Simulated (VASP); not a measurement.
TaMo2Au2:

```
CELL_PARAMETERS angstrom
2.69638 -4.41349 0.00000
2.69638 4.41349 0.00000
0.00000 0.00000 7.52118
ATOMIC_POSITIONS crystal
Ta 0.00000 0.00000 0.50000
Mo 0.00000 0.00000 0.12743
Mo 0.00000 0.00000 0.87257
Au 0.00000 0.50000 0.50000
Au 0.50000 0.00000 0.50000
```

The cell was generated, and may not be a known phase.

| Quantity | Value |
| --- | --- |
| Program | VASP 6.6.1 |
| Task | relaxation of cell and atoms |
| Functional | PBE |
| Potentials or basis | VASP PAW PBE potentials, release 64 (Ta_pv, Mo_sv, Au) |
| Cutoff | 600 eV |
| k mesh | 8 × 8 × 6 |
| Occupations | gaussian, width 0.1 eV |
| Spin | no spin polarisation |

At the start: pressure 0.7 GPa; volume 35.80 Å³/atom.

Where does the relaxation end?

Over 11 steps the energy falls by 4.9 meV/atom and the volume is 35.59 Å³/atom (-0.6 %); space group Cmmm (No. 65, to 0.1 Å) before and after.

The path:
```tsv
step	energy change (eV)	largest force (eV/Å)	pressure (GPa)	volume (Å³)
1	0.0000	1.2230	0.69	179.01
2	0.2374	3.1035	-3.10	183.02
3	-0.0153	0.0259	-0.21	179.72
4	-0.0154	0.0898	-0.15	179.68
5	-0.0226	0.0749	-0.18	179.21
6	-0.0239	0.0714	-0.18	178.92
7	-0.0239	0.0701	-0.18	178.89
8	-0.0243	0.1502	-0.05	177.80
9	-0.0246	0.0682	-0.10	178.20
10	-0.0239	0.1789	0.30	177.25
11	-0.0247	0.0014	0.00	177.94
```

Final structure:
```
CELL_PARAMETERS angstrom
2.68484 -4.44867 0.00000
2.68484 4.44867 0.00000
0.00000 0.00000 7.44910
ATOMIC_POSITIONS crystal
Ta 0.00000 0.00000 0.50000
Mo 0.00000 0.00000 0.13086
Mo 0.00000 0.00000 0.86914
Au 0.00000 0.50000 0.50000
Au 0.50000 0.00000 0.50000
```

Caveat: atoms lie so close that the PAW spheres overlap strongly, which falsifies energies and pressures.
